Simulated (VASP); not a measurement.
Au, 2 atoms in the cell. It takes space group P6_3/mmc (No. 194, hexagonal). The conventional cell has a = 2.900 Å, b = 2.900 Å, c = 4.880 Å, α = 90.00°, β = 90.00°, γ = 120.00°. Au (site symmetry -6m2) has 12 Au at 2.90 to 2.96 Å within 3.8 Å. 

- Program: VASP 6.6.1
- Task: single point
- Functional: LDA
- Potentials or basis: VASP PAW LDA potentials, release 64 (Au)
- Cutoff: 520 eV
- k mesh: 9 × 9 × 4
- Occupations: gaussian, width 0.1 eV
- Spin: no spin polarisation
- Dipole correction: no
- Further INCAR settings: ALGO = Normal; EDIFF = 1e-07; NBANDS = 18

Potentials or basis: VASP PAW LDA potentials, release 64 (Au).

Run with:

```console
$ cat potpaw_LDA.64/Au/POTCAR > POTCAR
$ mpirun -np 1 vasp_std > vasp.out
```

Hardware: 1 thread of Intel(R) Xeon(R) Platinum 8259CL CPU @ 2.50GHz (Skylake/Cascade Lake), on a shared host.

Q: How long does it take, and how much memory?

A: Wall time 16 s on 1 thread of Intel(R) Xeon(R) Platinum 8259CL CPU @ 2.50GHz (Skylake/Cascade Lake), on a shared host, peak memory 0.15 GiB. Counts: scf iterations 11, k points 36.
